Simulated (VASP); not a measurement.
# HfO2 in VASP: a series of runs

Runs on HfO2. Level: PBE. Tasks: electric field gradients.

All numbers are computed with VASP 6.6.1; they aren't measurements. Logs are shortened: lines on timing, memory, paths and dates and some standing lists are left out, and cuts for length are marked.

### 1 The cell of the first run

It takes space group Fm-3m (No. 225, cubic). Conventional cell: a = 5.215 Å, b = 5.215 Å, c = 5.215 Å, α = 90.00°, β = 90.00°, γ = 90.00°. Hf (site symmetry m-3m) has 8 O at 2.26 Å within 3.0 Å. O (site symmetry -43m) has 4 Hf at 2.26 Å and 6 O at 2.61 Å within 3.0 Å.

### 2 Electric field gradients, PBE (volume scaled by 1.06)

The input, INCAR:

```
  ALGO = Normal
  EDIFF = 1E-8
  ENCUT = 520
  GGA = PE
  ISIF = 2
  ISMEAR = -1
  LASPH = T
  LCHARG = F
  LEFG = T
  LREAL = F
  LWAVE = F
  NBANDS = 18
  NELM = 60
  PREC = Accurate
  SIGMA = 0.01
```

The input, KPOINTS:

```
k-points
0
Gamma
  9 9 9
```

The input, POSCAR:

```
HfO2
1.0
    0.0000000000      2.6076597933      2.6076597933
    2.6076597933      0.0000000000      2.6076597933
    2.6076597933      2.6076597933      0.0000000000
Hf O
1 2
Direct
    0.0000000000      0.0000000000      0.0000000000
    0.2500000000      0.2500000000      0.2500000000
    0.7500000000      0.7500000000      0.7500000000
```

Potentials or basis: VASP PAW PBE potentials, release 64 (Hf_pv, O).

Run with:

```bash
> cat potpaw_PBE.64/Hf_pv/POTCAR potpaw_PBE.64/O/POTCAR > POTCAR
> mpirun -np 1 vasp_std > vasp.out
```

OUTCAR:

```text
EDIFF = 1E-8
   ENCUT = 520
   GGA = PE
   ISIF = 2
   ISMEAR = -1
   LASPH = T
   LREAL = F
   NELM = 60
   PREC = Accurate

 ion  position               nearest neighbor table
   1  0.000  0.000  0.000-   3 2.26   3 2.26   3 2.26   2 2.26   3 2.26   2 2.26   2 2.26   2 2.26

   2  0.250  0.250  0.250-   1 2.26   1 2.26   1 2.26   1 2.26
   3  0.750  0.750  0.750-   1 2.26   1 2.26   1 2.26   1 2.26

  LATTYP: Found a face centered cubic cell.
 ALAT       =     5.2153195866

  Lattice vectors:

 A1 = (   0.0000000000,   2.6076597933,   2.6076597933)
 A2 = (   2.6076597933,   0.0000000000,   2.6076597933)
 A3 = (   2.6076597933,   2.6076597933,   0.0000000000)

Analysis of symmetry for initial positions (statically):
=====================================================================
 Subroutine PRICEL returns:
 Original cell was already a primitive cell.

 Routine SETGRP: Setting up the symmetry group for a
 face centered cubic supercell.

 Subroutine GETGRP returns: Found 48 space group operations
 (whereof 48 operations were pure point group operations)
 out of a pool of 48 trial point group operations.

The static configuration has the point symmetry O_h .

Analysis of symmetry for dynamics (positions and initial velocities):
=====================================================================
 Subroutine PRICEL returns:
 Original cell was already a primitive cell.

 Routine SETGRP: Setting up the symmetry group for a
 face centered cubic supercell.

 Subroutine GETGRP returns: Found 48 space group operations
 (whereof 48 operations were pure point group operations)
 out of a pool of 48 trial point group operations.

The dynamic configuration has the point symmetry O_h .

 Subroutine INISYM returns: Found 48 space group operations
 (whereof 48 operations are pure point group operations),
 and found     1 'primitive' translations

----------------------------------------------------------------------------------------

                                     Primitive cell

  volume of cell :      35.4636

  direct lattice vectors                    reciprocal lattice vectors
[... 121 lines left out ...]
  energy-cutoff  :      520.00
  volume of cell :       35.46
 maximum number of plane-waves:       966
   NGX = 13   NGY = 13   NGZ = 13

 number of electron      22.0000001 magnetization

 Free energy of the ion-electron system (eV)
  ---------------------------------------------------
  ext. energy  EPLUGINS =         0.00000000
  ---------------------------------------------------
  free energy    TOTEN  =       -30.08452292 eV

  energy without entropy =      -30.08452292  energy(sigma->0) =      -30.08452292

 E-fermi :   3.8097     XC(G=0): -11.3917

 val. band max:        3.5320759685   @ k =  -0.4444   0.4444   0.0000
 cond. band min:       7.1966850127   @ k =   0.4444   0.4444   0.0000
 fundamental gap:      3.6646090443
 Fermi energy:         3.8096968320

 k-point     1 :       0.0000    0.0000    0.0000
  band No.  band energies     occupation
      1     -26.5086      2.00000
      2     -26.5086      2.00000
      3     -26.5086      2.00000
      4     -14.6434      2.00000
      5     -12.0195      2.00000
      6      -1.2671      2.00000
[... 481 lines left out ...]
      5     -12.9646      2.00000
      6      -2.2385      2.00000
[... 10 lines left out ...]
     17      14.7408      0.00000
     18      16.4976      0.00000

 [... further k-points ...]
[... 5 lines left out ...]
  --------------------------------------------------------------------------------------
  -------------------------------------------------------------------------------------
  Total       -3.8948149     -3.8948149     -3.8948149     -0.0000000      0.0000000     -0.0000000
  in kB     -175.9602675   -175.9602675   -175.9602675     -0.0000000      0.0000000     -0.0000000
  external PRESSURE =    -175.9602675 kB  Pullay stress =       0.0000000 kB

 VOLUME and BASIS-vectors are now :
 -----------------------------------------------------------------------------
  energy-cutoff  :      520.00
  volume of cell :       35.46
      direct lattice vectors                 reciprocal lattice vectors
     0.000000000  2.607659793  2.607659793    -0.191742804  0.191742804  0.191742804
     2.607659793  0.000000000  2.607659793     0.191742804 -0.191742804  0.191742804
     2.607659793  2.607659793  0.000000000     0.191742804  0.191742804 -0.191742804

 POSITION                                       TOTAL-FORCE (eV/Angst)
 -----------------------------------------------------------------------------------
      0.00000      0.00000      0.00000         0.000000      0.000000      0.000000
      1.30383      1.30383      1.30383        -0.000000     -0.000000     -0.000000
      3.91149      3.91149      3.91149         0.000000      0.000000      0.000000
 -----------------------------------------------------------------------------------
    total drift:                                0.000000      0.000000      0.000000

  FREE ENERGIE OF THE ION-ELECTRON SYSTEM (eV)
  ---------------------------------------------------
  free  energy   TOTEN  =       -30.0845229230 eV

  energy  without entropy=      -30.0845229230  energy(sigma->0) =      -30.08452292

 Electric field gradients (V/A^2)
---------------------------------------------------------------------
 ion       V_xx      V_yy      V_zz      V_xy      V_xz      V_yz
---------------------------------------------------------------------
   1       0.000    -0.000     0.000    -0.000    -0.000    -0.000
   2       0.000    -0.000    -0.000     0.001     0.001     0.001
   3      -0.000    -0.000    -0.000     0.001     0.001     0.001
---------------------------------------------------------------------

 Electric field gradients after diagonalization (V/A^2)
 (convention: |V_zz| > |V_xx| > |V_yy|)
----------------------------------------------------------------------
 ion       V_xx      V_yy      V_zz     asymmetry (V_yy - V_xx)/ V_zz
----------------------------------------------------------------------
   1       0.000     0.000    -0.001       0.000
   2      -0.001    -0.001     0.001       0.000
   3      -0.001    -0.001     0.001       0.000
----------------------------------------------------------------------

           NMR quadrupolar parameters

 Cq : quadrupolar parameter    Cq=e*Q*V_zz/h
 eta: asymmetry parameters     (V_yy - V_xx)/ V_zz
 Q  : nuclear electric quadrupole moment in mb (millibarn)
----------------------------------------------------------------------
 ion       Cq(MHz)       eta       Q (mb)
----------------------------------------------------------------------
   1      -0.000       0.000       1.000
   2       0.000       0.000       1.000
   3       0.000       0.000       1.000
----------------------------------------------------------------------
```

It took 20 s on 1 thread of Intel Xeon Platinum 8559C (Emerald Rapids), shared host; peak memory 0.17 GiB.

Results:

- Free energy: -30.0845 eV
- Pressure: -17.6 GPa
- Band gap on the k mesh: 3.66 eV, indirect (least direct gap 3.77 eV)

Caveat: without QUAD_EFG the Cq values of the log hold for a quadrupole moment of 1 mb, not for the nuclei; spin-orbit coupling is left out, which moves the levels of the heavy elements. A k mesh can miss the band edges.

[end of part 1 of 2]
